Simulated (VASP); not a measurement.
# Hf (Fm-3m) in VASP: further runs

Aim: see how the results for Hf move with the level of theory and the settings. Levels: revPBE+D3(BJ), PBEsol. Tasks: relaxation of cell and atoms, single point.

Program: VASP 6.6.1. These are calculated values, not measurements. Logs are shortened: lines on timing, memory, paths and dates and some standing lists are left out, and cuts for length are marked.

**1. The cell of the first run**

Symmetry: Fm-3m, No. 225, cubic system. The conventional cell has a = 4.440 Å, b = 4.440 Å, c = 4.440 Å, α = 90.00°, β = 90.00°, γ = 90.00°. Within 4.1 Å of Hf (site symmetry m-3m) lie 12 Hf at 3.14 Å.

**2. Relaxation of cell and atoms, revPBE+D3(BJ)**

INCAR reads:

```
SYSTEM = Hf
PREC = Accurate
ENCUT = 600
EDIFF = 1E-6
ISMEAR = -1
SIGMA = 0.05
LREAL = .FALSE.
LASPH = .TRUE.
NELM = 60
ALGO = Normal
ISIF = 3
LWAVE = .FALSE.
LCHARG = .FALSE.
GGA = RE
IVDW = 12
IBRION = 2
NSW = 60
EDIFFG = -0.01
```

KPOINTS reads:

```
regular mesh
0
G
  10 10 10
  0 0 0
```

POSCAR reads:

```
Hf
1.0
    0.0000000000      2.2200000000      2.2200000000
    2.2200000000      0.0000000000      2.2200000000
    2.2200000000      2.2200000000      0.0000000000
Hf
1
Direct
    0.0000000000      0.0000000000      0.0000000000
```

Potentials or basis: VASP PAW PBE potentials, release 64 (Hf_pv).

Started as:

```bash
$ cat potpaw_PBE.64/Hf_pv/POTCAR > POTCAR
$ mpirun -np 1 vasp_std > vasp.out
```

OUTCAR:

```text
SYSTEM = Hf
   PREC = Accurate
   ENCUT = 600
   EDIFF = 1E-6
   ISMEAR = -1
   LREAL = .FALSE.
   LASPH = .TRUE.
   NELM = 60
   ISIF = 3
   GGA = RE
   IVDW = 12
   IBRION = 2
   NSW = 60
   EDIFFG = -0.01
 IVDW          = 12

 ion  position               nearest neighbor table
   1  0.000  0.000  0.000-

  LATTYP: Found a face centered cubic cell.
 ALAT       =     4.4400000000

  Lattice vectors:

 A1 = (   0.0000000000,   2.2200000000,   2.2200000000)
 A2 = (   2.2200000000,   0.0000000000,   2.2200000000)
 A3 = (   2.2200000000,   2.2200000000,   0.0000000000)

Analysis of symmetry for initial positions (statically):
=====================================================================
 Subroutine PRICEL returns:
 Original cell was already a primitive cell.

 Routine SETGRP: Setting up the symmetry group for a
 face centered cubic supercell.

 Subroutine GETGRP returns: Found 48 space group operations
 (whereof 48 operations were pure point group operations)
 out of a pool of 48 trial point group operations.

The static configuration has the point symmetry O_h .

Analysis of symmetry for dynamics (positions and initial velocities):
=====================================================================
 Subroutine PRICEL returns:
 Original cell was already a primitive cell.

 Routine SETGRP: Setting up the symmetry group for a
 face centered cubic supercell.

 Subroutine GETGRP returns: Found 48 space group operations
 (whereof 48 operations were pure point group operations)
 out of a pool of 48 trial point group operations.

The dynamic configuration has the point symmetry O_h .

 Subroutine INISYM returns: Found 48 space group operations
 (whereof 48 operations are pure point group operations),
 and found     1 'primitive' translations

----------------------------------------------------------------------------------------

                                     Primitive cell

  volume of cell :      21.8821

  direct lattice vectors                    reciprocal lattice vectors
     0.000000000  2.220000000  2.220000000    -0.225225225  0.225225225  0.225225225
     2.220000000  0.000000000  2.220000000     0.225225225 -0.225225225  0.225225225
     2.220000000  2.220000000  0.000000000     0.225225225  0.225225225 -0.225225225

  length of vectors
     3.139554108  3.139554108  3.139554108     0.390101533  0.390101533  0.390101533

  position of ions in fractional coordinates (direct lattice)
[... 66 lines left out ...]
   NGXF,Y,Z  is equivalent  to a cutoff of  29.65, 29.65, 29.65 a.u.
 SYSTEM =  Hf
   PREC   = accura    normal or accurate (medium, high low for compatibility)
   ISTART =      0    job   : 0-new  1-cont  2-samecut
   ICHARG =      2    charge: 1-file 2-atom 10-const
   ISPIN  =      1    spin polarized calculation?
   LNONCOLLINEAR =      F non collinear calculations
   LSORBIT =      F    spin-orbit coupling
   LASPH  =      T    aspherical Exc in radial PAW
   ENCUT  =  600.0 eV  44.10 Ry    6.64 a.u.   6.27  6.27  6.27*2*pi/ulx,y,z
   NELM   =     60;   NELMIN=  2; NELMDL= -5     # of ELM steps
   EDIFF  = 0.1E-05   stopping-criterion for ELM
   LREAL  =      F    real-space projection
   EDIFFG = -.1E-01   stopping-criterion for IOM
   NSW    =     60    number of steps for IOM
   IBRION =      2    ionic relax: 0-MD 1-quasi-New 2-CG
   NFREE  =      1    steps in history (QN), initial steepest desc. (CG)
   ISIF   =      3    stress and relaxation
   ISYM   =      2    0-nonsym 1-usesym 2-fastsym
   POTIM  = 0.5000    time-step for ionic-motion
   TEBEG  =    0.0;   TEEND  =   0.0 temperature during run
   PSTRESS=    0.0 pullay stress
   NELECT =      10.0000    total number of electrons
   NUPDOWN=      -1.0000    fix difference up-down
   EMIN   =  10.00;   EMAX   =-10.00  energy-range for DOS
   EFERMI =   0.00;   METHOD = LEGACY
   ISMEAR =    -1;   SIGMA  =   0.05  broadening in eV -4-tet -1-fermi 0-gaus
   EFERMI_NEDOS =   21; number of points for ismear=-14 and -15
   IALGO  =     38    algorithm
   IMIX   =      4    mixing-type and parameters
     AMIX     =   0.40;   BMIX     =  1.00
     AMIX_MAG =   1.60;   BMIX_MAG =  1.00
  volume/ion in A,a.u.               =      21.88       147.67
  Fermi-wavevector in a.u.,A,eV,Ry     =   1.260991  2.382927 21.634588  1.590097
  Thomas-Fermi vector in A             =   2.394472
   LORBIT       =      0    0 simple, 1 ext, 2 COOP (PROOUT), +10 PAW based schemes
   GGA     = RE    functional components
   LHFCALC =     F    Hartree Fock is set to
   AEXX    =    0.0000 exact exchange contribution
   IVDW    =    12    specifies the selected vdW correction
   LEPSILON=     F    determine dielectric tensor
   LRPA    =     F    only Hartree local field effects (RPA)
 conjugate gradient relaxation of ions
 non-spin polarized calculation
  energy-cutoff  :      600.00
  volume of cell :       21.88
 maximum number of plane-waves:       745
 NGX is ok and might be reduce to    28
   NGX = 13   NGY = 13   NGZ = 13

--------------------------------------- Ionic step        1  -------------------------------------------

 number of electron      10.0000000 magnetization

 Free energy of the ion-electron system (eV)
  ---------------------------------------------------
  ext. energy  EPLUGINS =         0.00000000
  ---------------------------------------------------
  free energy    TOTEN  =        -9.50641920 eV

  energy without entropy =       -9.49532708  energy(sigma->0) =       -9.50087314

------------------------ aborting loop because EDIFF is reached ----------------------------------------

 Edisp (eV)   -0.80489

 E8    (eV) :    -0.6140
[... 69 lines left out ...]
--------------------------------------- Ionic step        3  -------------------------------------------

 number of electron       9.9999999 magnetization

 Free energy of the ion-electron system (eV)
  ---------------------------------------------------
  ext. energy  EPLUGINS =         0.00000000
  ---------------------------------------------------
  free energy    TOTEN  =        -9.49690355 eV

  energy without entropy =       -9.48619342  energy(sigma->0) =       -9.49154849

 E-fermi :   5.0692     XC(G=0): -11.3994

 val. band max:        5.0447283900   @ k =   0.3000   0.0000   0.0000
 cond. band min:       5.0859801396   @ k =  -0.2000   0.1000   0.0000
 fundamental gap:      0.0412517496
 Fermi energy:         5.0692351257

 k-point     1 :       0.0000    0.0000    0.0000
  band No.  band energies     occupation
      1     -24.8440      2.00000
      2     -24.8440      2.00000
      3     -24.8440      2.00000
      4      -2.2695      2.00000
      5       6.4996      0.00000
      6       6.4996      0.00000
      7       6.4996      0.00000
      8       9.4273      0.00000
      9       9.4273      0.00000
[... 265 lines left out ...]
 k-point    24 :       0.4000    0.3000    0.0000
  band No.  band energies     occupation
      1     -25.5404      2.00000
      2     -25.1247      2.00000
      3     -25.0951      2.00000
      4       1.7001      2.00000
      5       3.4824      2.00000
      6       5.9584      0.00000
      7       9.3005      0.00000
      8      10.3372      0.00000
      9      11.4885      0.00000

 [... further k-points ...]

------------------------ aborting loop because EDIFF is reached ----------------------------------------

 Edisp (eV)   -0.81560

 E8    (eV) :    -0.6222
[... 24 lines left out ...]
  FREE ENERGIE OF THE ION-ELECTRON SYSTEM (eV)
  ---------------------------------------------------
  free  energy   TOTEN  =       -10.3124990653 eV

  energy  without entropy=      -10.3017889401  energy(sigma->0) =      -10.30714400

 reached required accuracy - stopping structural energy minimisation
```

Run time: 37 s. Hardware: 1 thread of Intel Xeon 6975P-C, shared host; peak memory 0.18 GiB.

What came out:

```yaml
Free_energy: -10.3125 eV
Relaxed_volume: 21.60 Å³/atom
Relaxed_cell: a = 3.126 Å, b = 3.126 Å, c = 3.126 Å, α = 60.00°, β = 60.00°, γ = 60.00°
Space_group_after_relaxing_to_0.05_Å: Fm-3m (No. 225)
Energy_gained_by_relaxing: 1.2 meV/atom
Ionic_steps: 3
Pressure_after_relaxing: 0.0 GPa
Band_gap_on_the_k_mesh: zero (band 5 reaches 6.50 eV, above the bottom of band 6 at 4.67 eV)
Dispersion_energy_per_atom: -0.816 eV
```

Step by step:
| step | energy change (eV) | largest force (eV/Å) | pressure (GPa) | volume (Å³) |
| --- | --- | --- | --- | --- |
| 1 | 0.0000 | 0.0000 | -1.34 | 21.88 |
| 2 | 0.0003 | 0.0000 | 1.57 | 21.31 |
| 3 | -0.0012 | 0.0000 | 0.01 | 21.60 |

Final structure:
```
Hf
1.0
     0.00000    2.21057    2.21057
     2.21057    0.00000    2.21057
     2.21057    2.21057    0.00000
Hf
1
Direct
  0.00000 0.00000 0.00000
```

Caveat: the PAW data sets were made with another functional, which shifts forces and pressure a little; spin-orbit coupling is left out, which moves the levels of the heavy elements; pairwise dispersion overbinds metals, which lowers pressure and volume.

**3. Single point, PBEsol**

This run uses another cell than the first one, of 21.55 Å³/atom, 0.985 times its volume.

INCAR reads:

```
PREC = Accurate
ENCUT = 520
EDIFF = 1E-6
ISMEAR = -1
SIGMA = 0.05
LREAL = F
LASPH = T
NELM = 60
ALGO = Fast
ISIF = 2
LWAVE = F
LCHARG = F
GGA = PS
NBANDS = 11
```

KPOINTS reads:

```
Automatic mesh
0
Gamma
  10 10 10
```

POSCAR reads:

```
Hf
1.0
    0.0000000000      2.2088114212      2.2088114212
    2.2088114212      0.0000000000      2.2088114212
    2.2088114212      2.2088114212      0.0000000000
Hf
1
Direct
    0.0000000000      0.0000000000      0.0000000000
```

Potentials or basis: VASP PAW PBE potentials, release 64 (Hf_pv).

Started as:

```bash
$ cat potpaw_PBE.64/Hf_pv/POTCAR > POTCAR
$ mpirun -np 1 vasp_std > vasp.out
```

It took 9.3 s on 1 thread of Intel Xeon 6975P-C, shared host; peak memory 0.14 GiB.

The run converged. Its results:

- Free energy: -10.4417 eV
- Pressure: -0.4 GPa
- Band gap on the k mesh: zero (band 5 reaches 6.25 eV, above the bottom of band 6 at 4.44 eV)

Levels at points of the mesh, in eV from the Fermi level:
```
           k point  band 3  band 4  band 5  band 6  band 7  band 8
(0.00, 0.00, 0.00)  -29.83   -7.35    1.40    1.40    1.40    4.32
(0.50, 0.00, 0.00)  -29.95   -3.76    0.72    1.16    1.16    6.56
(0.50, 0.50, 0.00)  -30.16   -3.43   -2.27    2.74    6.57    7.23
```

Caveat: the PAW data sets were made with another functional, which shifts forces and pressure a little; spin-orbit coupling is left out, which moves the levels of the heavy elements.
